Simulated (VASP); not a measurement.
Crystal: SrO.

```
Sr O
1.0
     3.60005    0.00000    0.00000
    -1.80002    3.11773    0.00000
     0.00000    0.00000    6.29912
Sr O
2 2
Direct
  0.66667 0.33333 0.75000
  0.33333 0.66667 0.25000
  0.00000 0.00000 0.50000
  0.00000 0.00000 0.00000
```

Program: VASP 6.6.1. Alike in all runs: task single point; no spin polarisation; cell as given; k mesh 9 × 9 × 5; cutoff (eV) 520; smearing fermi-dirac 0.05 eV.

Problem. Order these runs on this cell by their pressure, lowest first.
A. level LDA; potentials or basis VASP PAW LDA potentials, release 64 (Sr_sv, O)
B. level PBEsol; potentials or basis VASP PAW PBE potentials, release 64 (Sr_sv, O)
C. level r2SCAN; potentials or basis VASP PAW PBE potentials, release 64 (Sr_sv, O)

Solution. A (-7.8 GPa), B (-4.8 GPa), C (-3.2 GPa).

Caveats: the PAW data sets were made with another functional, which shifts forces and pressure a little (some runs).
